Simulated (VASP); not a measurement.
# PbF2 (Fm-3m) in VASP: a series of runs

PbF2 is run at these levels: PBEsol; tasks: relaxation of cell and atoms.

Program: VASP 6.6.1. These are calculated values, not measurements. Logs are shortened: lines on timing, memory, paths and dates and some standing lists are left out, and cuts for length are marked.

**1. The cell of the first run**

Symmetry: Fm-3m, No. 225, cubic system. The conventional cell has a = 5.927 Å, b = 5.927 Å, c = 5.927 Å, α = 90.00°, β = 90.00°, γ = 90.00°. Pb (site symmetry m-3m) has 8 F at 2.57 Å within 3.4 Å. F (site symmetry -43m) has 4 Pb at 2.57 Å and 6 F at 2.96 Å within 3.4 Å.

**2. Relaxation of cell and atoms, PBEsol, target pressure 5 GPa, at which the enthalpy is minimised**

Contents of INCAR:

```
PREC = Accurate ; ENCUT = 600
EDIFF = 1E-7 ; ISMEAR = -1
SIGMA = 0.05 ; LREAL = F
LASPH = T ; NELM = 120
ALGO = Normal ; ISIF = 3
LWAVE = F ; LCHARG = F
GGA = PS ; IBRION = 2
NSW = 60 ; EDIFFG = -0.01
PSTRESS = 50.0 ; GGA_COMPAT = F
NELMIN = 4
```

Contents of KPOINTS:

```
Automatic mesh
0
Gamma
  8 8 8
```

Contents of POSCAR:

```
PbF2
1.0
    0.0000000000      2.9636600000      2.9636600000
    2.9636600000      0.0000000000      2.9636600000
    2.9636600000      2.9636600000      0.0000000000
Pb F
1 2
Direct
    0.0000000000      0.0000000000      0.0000000000
    0.7500000000      0.7500000000      0.7500000000
    0.2500000000      0.2500000000      0.2500000000
```

Potentials or basis: VASP PAW PBE potentials, release 64 (Pb_d, F).

The run is started by

```sh
$ cat potpaw_PBE.64/Pb_d/POTCAR potpaw_PBE.64/F/POTCAR > POTCAR
$ mpirun -np 1 vasp_std > vasp.out
```

OUTCAR:

```text
PREC = Accurate
   ENCUT = 600
   EDIFF = 1E-7
   ISMEAR = -1
   LREAL = F
   LASPH = T
   NELM = 120
   ISIF = 3
   GGA = PS
   IBRION = 2
   NSW = 60
   EDIFFG = -0.01
   PSTRESS = 50.0
   NELMIN = 4

 ion  position               nearest neighbor table
   1  0.000  0.000  0.000-   2 2.57   2 2.57   2 2.57   3 2.57   3 2.57   3 2.57   3 2.57   2 2.57

   2  0.750  0.750  0.750-   1 2.57   1 2.57   1 2.57   1 2.57
   3  0.250  0.250  0.250-   1 2.57   1 2.57   1 2.57   1 2.57

  LATTYP: Found a face centered cubic cell.
 ALAT       =     5.9273200000

  Lattice vectors:

 A1 = (   0.0000000000,   2.9636600000,   2.9636600000)
 A2 = (   2.9636600000,   0.0000000000,   2.9636600000)
 A3 = (   2.9636600000,   2.9636600000,   0.0000000000)

Analysis of symmetry for initial positions (statically):
=====================================================================
 Subroutine PRICEL returns:
 Original cell was already a primitive cell.

 Routine SETGRP: Setting up the symmetry group for a
 face centered cubic supercell.

 Subroutine GETGRP returns: Found 48 space group operations
 (whereof 48 operations were pure point group operations)
 out of a pool of 48 trial point group operations.

The static configuration has the point symmetry O_h .

Analysis of symmetry for dynamics (positions and initial velocities):
=====================================================================
 Subroutine PRICEL returns:
 Original cell was already a primitive cell.

 Routine SETGRP: Setting up the symmetry group for a
 face centered cubic supercell.

 Subroutine GETGRP returns: Found 48 space group operations
 (whereof 48 operations were pure point group operations)
 out of a pool of 48 trial point group operations.

The dynamic configuration has the point symmetry O_h .

 Subroutine INISYM returns: Found 48 space group operations
 (whereof 48 operations are pure point group operations),
 and found     1 'primitive' translations

----------------------------------------------------------------------------------------

                                     Primitive cell

  volume of cell :      52.0613

  direct lattice vectors                    reciprocal lattice vectors
     0.000000000  2.963660000  2.963660000    -0.168710311  0.168710311  0.168710311
     2.963660000  0.000000000  2.963660000     0.168710311 -0.168710311  0.168710311
     2.963660000  2.963660000  0.000000000     0.168710311  0.168710311 -0.168710311

  length of vectors
     4.191248166  4.191248166  4.191248166     0.292214830  0.292214830  0.292214830

  position of ions in fractional coordinates (direct lattice)
     0.000000000  0.000000000  0.000000000
     0.750000000  0.750000000  0.750000000
     0.250000000  0.250000000  0.250000000

  ion indices of the primitive-cell ions
   primitive index   ion index
                 1           1
                 2           2
                 3           3

----------------------------------------------------------------------------------------

 KPOINTS: Automatic mesh

Automatic generation of k-mesh.
 Grid dimensions read from file:
 generate k-points for:    8    8    8

 Generating k-lattice:

  Cartesian coordinates                     Fractional coordinates (reciprocal lattice)
    -0.021088789  0.021088789  0.021088789     0.125000000  0.000000000  0.000000000
     0.021088789 -0.021088789  0.021088789     0.000000000  0.125000000  0.000000000
     0.021088789  0.021088789 -0.021088789     0.000000000  0.000000000  0.125000000

  Length of vectors
     0.036526854  0.036526854  0.036526854

  Shift w.r.t. Gamma in fractional coordinates (k-lattice)
     0.000000000  0.000000000  0.000000000

 Subroutine IBZKPT returns following result:
 ===========================================

 Found     29 irreducible k-points:

 Following reciprocal coordinates:
            Coordinates               Weight
  0.000000  0.000000  0.000000      1.000000
  0.125000  0.000000  0.000000      8.000000
  0.250000  0.000000  0.000000      8.000000
[... 47 lines left out ...]
 cond. band min:       6.0401785913   @ k =   0.5000   0.5000   0.0000
 fundamental gap:      4.3053458068
 Fermi energy:         2.9254501227

 k-point     1 :       0.0000    0.0000    0.0000
  band No.  band energies     occupation
      1     -19.2411      2.00000
      2     -18.6017      2.00000
      3     -12.6280      2.00000
      4     -12.6280      2.00000
      5     -12.6280      2.00000
      6     -12.5643      2.00000
[... 10 lines left out ...]
     17       8.4103      0.00000
     18      12.2499      0.00000

 k-point     2 :       0.1250    0.0000    0.0000
  band No.  band energies     occupation
      1     -19.2101      2.00000
      2     -18.6298      2.00000
      3     -12.6215      2.00000
      4     -12.6215      2.00000
      5     -12.5948      2.00000
      6     -12.5643      2.00000
[... 10 lines left out ...]
     17       8.5399      0.00000
     18      13.1597      0.00000
[... 523 lines left out ...]
 POSITION                                       TOTAL-FORCE (eV/Angst)
 -----------------------------------------------------------------------------------
      2.86609      5.73218      2.86609         0.000000     -0.000000     -0.000000
      4.29913      4.29913      4.29913         0.000000      0.000000     -0.000000
      1.43304      1.43304      1.43304        -0.000000     -0.000000      0.000000
 -----------------------------------------------------------------------------------
    total drift:                                0.000000      0.000000      0.000000

  FREE ENERGIE OF THE ION-ELECTRON SYSTEM (eV)
  ---------------------------------------------------
  free  energy   TOTEN  =       -14.8507179531 eV

  energy  without entropy=      -14.8507179531  energy(sigma->0) =      -14.85071795

  enthalpy is  TOTEN    =       -13.3812576844 eV   P V=        1.4694602687

--------------------------------------- Ionic step        3  -------------------------------------------

 number of electron      27.9999998 magnetization

 Free energy of the ion-electron system (eV)
  ---------------------------------------------------
  ext. energy  EPLUGINS =         0.00000000
  ---------------------------------------------------
  free energy    TOTEN  =       -14.89986525 eV

  energy without entropy =      -14.89986525  energy(sigma->0) =      -14.89986525

 E-fermi :   3.9014     XC(G=0): -10.0495

 val. band max:        2.7034616291   @ k =  -0.2500   0.5000   0.2500
 cond. band min:       6.9768635414   @ k =   0.5000   0.5000   0.0000
 fundamental gap:      4.2734019123
 Fermi energy:         3.9013554639

 k-point     1 :       0.0000    0.0000    0.0000
  band No.  band energies     occupation
      1     -18.9316      2.00000
      2     -18.1433      2.00000
      3     -11.7918      2.00000
      4     -11.7918      2.00000
      5     -11.7918      2.00000
      6     -11.6874      2.00000
[... 10 lines left out ...]
     17       9.4166      0.00000
     18      13.3619      0.00000

 k-point     2 :       0.1250    0.0000    0.0000
  band No.  band energies     occupation
      1     -18.8935      2.00000
      2     -18.1787      2.00000
      3     -11.7826      2.00000
      4     -11.7826      2.00000
      5     -11.7462      2.00000
      6     -11.6876      2.00000
[... 10 lines left out ...]
     17       9.5691      0.00000
     18      14.3462      0.00000
[... 475 lines left out ...]
 VOLUME and BASIS-vectors are now :
 -----------------------------------------------------------------------------
  energy-cutoff  :      600.00
  volume of cell :       48.33
      direct lattice vectors                 reciprocal lattice vectors
     0.000000000  2.891004501  2.891004501    -0.172950267  0.172950267  0.172950267
     2.891004501  0.000000000  2.891004501     0.172950267 -0.172950267  0.172950267
     2.891004501  2.891004501 -0.000000000     0.172950267  0.172950267 -0.172950267

 POSITION                                       TOTAL-FORCE (eV/Angst)
 -----------------------------------------------------------------------------------
      0.00000      0.00000      0.00000         0.000000     -0.000000      0.000000
      4.33651      4.33651      4.33651         0.000000     -0.000000      0.000000
      1.44550      1.44550      1.44550        -0.000000      0.000000     -0.000000
 -----------------------------------------------------------------------------------
    total drift:                                0.000000      0.000000      0.000000

  FREE ENERGIE OF THE ION-ELECTRON SYSTEM (eV)
  ---------------------------------------------------
  free  energy   TOTEN  =       -14.8998652524 eV

  energy  without entropy=      -14.8998652524  energy(sigma->0) =      -14.89986525

  enthalpy is  TOTEN    =       -13.3917458711 eV   P V=        1.5081193814

 reached required accuracy - stopping structural energy minimisation
```

It took 2.8 min on 1 thread of Intel Xeon 8259CL, shared host; peak memory 0.23 GiB.

What came out:

| Property | Result |
| --- | --- |
| Free energy | -14.8999 eV |
| Relaxed volume | 16.11 Å³/atom |
| Relaxed cell | a = 4.088 Å, b = 4.088 Å, c = 4.088 Å, α = 60.00°, β = 60.00°, γ = 60.00° |
| Space group after relaxing (to 0.1 Å) | Fm-3m (No. 225) |
| Energy change on relaxing (the run minimises the enthalpy) | +12.7 meV/atom |
| Ionic steps | 3 |
| Pressure after relaxing | 5.0 GPa |
| Band gap on the k mesh | 4.27 eV (least direct gap 4.44 eV) |

Step by step:
| step | energy change (eV) | largest force (eV/Å) | pressure (GPa) | volume (Å³) |
| --- | --- | --- | --- | --- |
| 1 | 0.0000 | 0.0000 | -1.30 | 52.06 |
| 2 | 0.0871 | 0.0000 | 7.77 | 47.09 |
| 3 | 0.0380 | 0.0000 | 5.00 | 48.33 |

Final structure:
```yaml
crystal:
  lattice:
    - [0.00000, 2.89100, 2.89100]
    - [2.89100, 0.00000, 2.89100]
    - [2.89100, 2.89100, 0.00000]
  atoms:
    - { symbol: Pb, position: [0.00000, 0.00000, 0.00000] }
    - { symbol: F, position: [0.75000, 0.75000, 0.75000] }
    - { symbol: F, position: [0.25000, 0.25000, 0.25000] }
```

Caveat: the cell is relaxed towards a set pressure, so the run minimises the enthalpy, not the energy; the PAW data sets were made with another functional, which shifts forces and pressure a little; spin-orbit coupling is left out, which moves the levels of the heavy elements.

**3. Relaxation of cell and atoms, PBEsol, target pressure 10 GPa, at which the enthalpy is minimised**

Contents of INCAR:

```
  ALGO = Normal
  EDIFF = 1E-7
  EDIFFG = -0.01
  ENCUT = 600
  GGA = PS
  GGA_COMPAT = False
  IBRION = 2
  ISIF = 3
  ISMEAR = -1
  LASPH = True
  LCHARG = False
  LREAL = False
  LWAVE = False
  NELM = 120
  NELMIN = 4
  NSW = 60
  PREC = Accurate
  PSTRESS = 100.0
  SIGMA = 0.05
```

Contents of KPOINTS:

```
k-points
0
Gamma
  8 8 8
```

POSCAR is that of step 2.

Potentials or basis: VASP PAW PBE potentials, release 64 (Pb_d, F).

The run is started by

```sh
$ cat potpaw_PBE.64/Pb_d/POTCAR potpaw_PBE.64/F/POTCAR > POTCAR
$ mpirun -np 1 vasp_std > vasp.out
```

Wall time 3.2 min (1 thread of Intel Xeon 8259CL, shared host); peak memory 0.23 GiB.

The run converged. Its results:

```
Free energy                                                : -14.8032 eV
Relaxed volume                                             : 15.41 Å³/atom
Relaxed cell                                               : a = 4.028 Å, b = 4.028 Å, c = 4.028 Å, α = 60.00°, β = 60.00°, γ = 60.00°
Space group after relaxing (to 0.1 Å)                      : Fm-3m (No. 225)
Energy change on relaxing (the run minimises the enthalpy) : +44.9 meV/atom
Ionic steps                                                : 3
Pressure after relaxing                                    : 9.9 GPa
Band gap on the k mesh                                     : 4.24 eV (least direct gap 4.41 eV)
```

The path:
```
step  energy change (eV)  largest force (eV/Å)  pressure (GPa)  volume (Å³)
   1              0.0000                0.0000           -1.30        52.06
   2              0.3872                0.0000           18.92        43.37
   3              0.1347                0.0000            9.95        46.22
```

Final structure:
```yaml
crystal:
  lattice:
    - [0.00000, 2.84849, 2.84849]
    - [2.84849, 0.00000, 2.84849]
    - [2.84849, 2.84849, 0.00000]
  atoms:
    - { symbol: Pb, position: [0.00000, 0.00000, 0.00000] }
    - { symbol: F, position: [0.75000, 0.75000, 0.75000] }
    - { symbol: F, position: [0.25000, 0.25000, 0.25000] }
```

Levels at points of the mesh, in eV from the valence-band top:
| k point | band 12 | band 13 | band 14 | band 15 | band 16 | band 17 |
| --- | --- | --- | --- | --- | --- | --- |
| (0.00, 0.00, 0.00) | -2.81 | -2.81 | -2.81 | 6.71 | 6.71 | 6.71 |
| (0.50, 0.00, 0.00) | -2.95 | -2.95 | -0.10 | 4.84 | 7.91 | 7.91 |
| (0.50, 0.50, 0.00) | -2.27 | -2.27 | -0.17 | 4.24 | 8.22 | 8.22 |

Caveat: the cell is relaxed towards a set pressure, so the run minimises the enthalpy, not the energy; the PAW data sets were made with another functional, which shifts forces and pressure a little; spin-orbit coupling is left out, which moves the levels of the heavy elements. A hybrid or GW would open this gap; PBEsol tends to underestimate it.

**4. Relaxation of cell and atoms, PBEsol, target pressure 20 GPa, at which the enthalpy is minimised**

Contents of INCAR:

```
  PREC = Accurate
  ENCUT = 600
  EDIFF = 1E-7
  ISMEAR = -1
  SIGMA = 0.05
  LREAL = F
  LASPH = T
  NELM = 120
  ALGO = Normal
  ISIF = 3
  LWAVE = F
  LCHARG = F
  GGA = PS
  IBRION = 2
  NSW = 60
  EDIFFG = -0.01
  PSTRESS = 200.0
  GGA_COMPAT = F
  NELMIN = 4
```

Contents of KPOINTS:

```
regular mesh
0
Gamma
  8 8 8
```

POSCAR is that of step 3.

The run is started by

```sh
$ cat potpaw_PBE.64/Pb_d/POTCAR potpaw_PBE.64/F/POTCAR > POTCAR
$ mpirun -np 1 vasp_std > vasp.out
```

Run time: 6 min. Hardware: 1 thread of Intel Xeon 8259CL, shared host; peak memory 0.23 GiB.

It converged, with:

```
Free energy                                                : -14.5158 eV
Relaxed volume                                             : 14.36 Å³/atom
Relaxed cell                                               : a = 3.935 Å, b = 3.935 Å, c = 3.935 Å, α = 60.00°, β = 60.00°, γ = 60.00°
Space group after relaxing (to 0.1 Å)                      : Fm-3m (No. 225)
Energy change on relaxing (the run minimises the enthalpy) : +140.7 meV/atom
Ionic steps                                                : 7
Pressure after relaxing                                    : 20.0 GPa
Band gap on the k mesh                                     : 4.17 eV (least direct gap 4.36 eV)
```

The path:
| step | energy change (eV) | largest force (eV/Å) | pressure (GPa) | volume (Å³) |
| --- | --- | --- | --- | --- |
| 1 | 0.0000 | 0.0000 | -1.30 | 52.06 |
| 2 | 1.9183 | 0.0000 | 58.33 | 36.54 |
| 3 | 0.3937 | 0.0000 | 19.12 | 43.32 |
| 4 | 0.4167 | 0.0000 | 19.84 | 43.13 |
| 5 | 0.4378 | 0.0000 | 20.49 | 42.96 |
| 6 | 0.4070 | 0.0000 | 19.53 | 43.21 |
| 7 | 0.4220 | 0.0000 | 20.00 | 43.09 |

Final structure:
```
Pb F
1.0
     0.00000    2.78250    2.78250
     2.78250    0.00000    2.78250
     2.78250    2.78250    0.00000
Pb F
1 2
Direct
  0.00000 0.00000 0.00000
  0.75000 0.75000 0.75000
  0.25000 0.25000 0.25000
```

Levels at points of the mesh, in eV from the valence-band top:
```tsv
k point	band 11	band 12	band 13	band 14	band 15	band 16	band 17	band 18
(0.00, 0.00, 0.00)	-3.87	-3.38	-3.38	-3.38	6.66	6.66	6.66	10.80
(0.50, 0.00, 0.00)	-4.31	-3.49	-3.49	-0.15	4.72	8.08	8.08	13.24
(0.50, 0.50, 0.00)	-2.84	-2.76	-2.76	-0.19	4.17	8.16	8.43	8.43
```

Caveat: the cell is relaxed towards a set pressure, so the run minimises the enthalpy, not the energy; the volume moved by over 15 % at a fixed basis, so the end points are rough; the PAW data sets were made with another functional, which shifts forces and pressure a little; spin-orbit coupling is left out, which moves the levels of the heavy elements. A k mesh can miss the band edges.

**5. Relaxation of cell and atoms, PBEsol, target pressure 30 GPa, at which the enthalpy is minimised**

Contents of INCAR:

```
PREC = Accurate
ENCUT = 600
EDIFF = 1E-7
ISMEAR = -1
SIGMA = 0.05
LREAL = F
LASPH = T
NELM = 120
ALGO = Normal
ISIF = 3
LWAVE = F
LCHARG = F
GGA = PS
IBRION = 2
NSW = 60
EDIFFG = -0.01
PSTRESS = 300.0
GGA_COMPAT = F
NELMIN = 4
```

Contents of KPOINTS:

```
Automatic mesh
0
Gamma
  8 8 8
```

POSCAR is that of step 4.

The run is started by

```sh
$ cat potpaw_PBE.64/Pb_d/POTCAR potpaw_PBE.64/F/POTCAR > POTCAR
$ mpirun -np 1 vasp_std > vasp.out
```

Run time: 4.9 min. Hardware: 1 thread of Intel Xeon 8259CL, shared host; peak memory 0.23 GiB.

Results (log left out):

* Free energy: -14.1645 eV
* Relaxed volume: 13.60 Å³/atom
* Relaxed cell: a = 3.865 Å, b = 3.865 Å, c = 3.865 Å, α = 60.00°, β = 60.00°, γ = 60.00°
* Space group after relaxing (to 0.1 Å): Fm-3m (No. 225)
* Energy change on relaxing (the run minimises the enthalpy): +257.8 meV/atom
* Ionic steps: 5
* Pressure after relaxing: 30.0 GPa
* Band gap on the k mesh: 4.06 eV (least direct gap 4.31 eV)

Step by step:
```
step  energy change (eV)  largest force (eV/Å)  pressure (GPa)  volume (Å³)
   1              0.0000                0.0000           -1.30        52.06
   2              5.4372                0.0000          138.00        30.47
   3              0.6490                0.0000           26.61        41.52
   4              0.7355                0.0000           28.98        41.02
   5              0.7734                0.0000           30.02        40.81
```

Final structure:
```cif
data_structure
_symmetry_space_group_name_H-M 'P 1'
_symmetry_Int_Tables_number 1
_cell_length_a 3.8646
_cell_length_b 3.8646
_cell_length_c 3.8646
_cell_angle_alpha 60.000
_cell_angle_beta 60.000
_cell_angle_gamma 60.000
_cell_volume 40.81
loop_
_atom_site_label
_atom_site_type_symbol
_atom_site_fract_x
_atom_site_fract_y
_atom_site_fract_z
_atom_site_occupancy
Pb1 Pb 0.00000 0.00000 0.00000 1
F1 F 0.75000 0.75000 0.75000 1
F2 F 0.25000 0.25000 0.25000 1
```

Levels at points of the mesh, in eV from the valence-band top:
```
           k point  band 10  band 11  band 12  band 13  band 14  band 15  band 16  band 17  band 18
(0.00, 0.00, 0.00)    -4.31    -4.31    -3.85    -3.85    -3.85     6.59     6.59     6.59    10.83
(0.50, 0.00, 0.00)    -4.86    -4.86    -3.93    -3.93    -0.18     4.59     8.20     8.20    13.27
(0.50, 0.50, 0.00)    -6.09    -3.28    -3.16    -3.16    -0.20     4.11     7.91     8.59     8.59
```

Caveat: the cell is relaxed towards a set pressure, so the run minimises the enthalpy, not the energy; the volume moved by over 15 % at a fixed basis, so the end points are rough; the PAW data sets were made with another functional, which shifts forces and pressure a little; spin-orbit coupling is left out, which moves the levels of the heavy elements. As with any semilocal functional, this PBEsol gap is likely too small.

**6. Summary**

| cell | gap on the mesh (eV) | pressure (GPa) |
| --- | --- | --- |
| relaxed to 5 GPa | 4.27 | 5.0 |
| relaxed to 10 GPa | 4.24 | 9.9 |
| relaxed to 20 GPa | 4.17 | 20.0 |
| relaxed to 30 GPa | 4.06 | 30.0 |

Alike in all rows: task relaxation of cell and atoms; level PBEsol; potentials or basis VASP PAW PBE potentials, release 64 (Pb_d, F); no spin polarisation; k mesh 8 × 8 × 8; cutoff (eV) 600; smearing fermi-dirac 0.05 eV.

Caveats: the cell is relaxed towards a set pressure, so the run minimises the enthalpy, not the energy; the PAW data sets were made with another functional, which shifts forces and pressure a little; spin-orbit coupling is left out, which moves the levels of the heavy elements; the volume moved by over 15 % at a fixed basis, so the end points are rough (at least some runs).

Total energies depend on the potentials used, so only differences within one code and one set of settings carry meaning.
